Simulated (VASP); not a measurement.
Here is a VASP 6.6.1 calculation.

INCAR

```
ALGO = Normal ; EDIFF = 1E-6
ENCUT = 520 ; GGA = PE
ISIF = 2 ; ISMEAR = 0
LASPH = T ; LCHARG = T
LELF = T ; LREAL = F
LVHAR = T ; LWAVE = F
NBANDS = 28 ; NELM = 100
PREC = Accurate ; SIGMA = 0.05
```

File KPOINTS:

```
k-points
0
Gamma
  8 8 8
```

Contents of POSCAR:

```
SrTiO3
1.0
    3.9364035669      0.0000000000      0.0000000000
    0.0000000000      3.9364035669      0.0000000000
    0.0000000000      0.0000000000      3.9364035669
Sr Ti O
1 1 3
Direct
    0.0000000000      0.0359265390      0.0359265390
    0.5000000000      0.5000000000      0.5000000000
    0.0000000000      0.5000000000      0.5000000000
    0.5000000000      0.0000000000      0.5000000000
    0.5000000000      0.5000000000      0.0000000000
```

Potentials or basis: VASP PAW PBE potentials, release 64 (Sr_sv, Ti_sv, O).

The run is started by

```console
$ cat potpaw_PBE.64/Sr_sv/POTCAR potpaw_PBE.64/Ti_sv/POTCAR potpaw_PBE.64/O/POTCAR > POTCAR
$ mpirun -np 1 vasp_std > vasp.out
```

Question: Estimate the pressure.

Answer: 1.6 GPa.

Question: Estimate the largest force.

Answer: 0.758 eV/Å.

Question: Estimate the band gap on the k mesh.

Answer: 1.79 eV (least direct gap 2.16 eV).

Stress tensor (GPa, compression positive):
```
1.62 0.00 0.00
0.00 1.54 1.00
0.00 1.00 1.54
```

Caveat: the cell differs from its parent crystal (all Sr atoms moved -0.200 Å, as atom 1 towards its neighbour atom 3 (O) at 2.783 Å). A k mesh can miss the band edges.
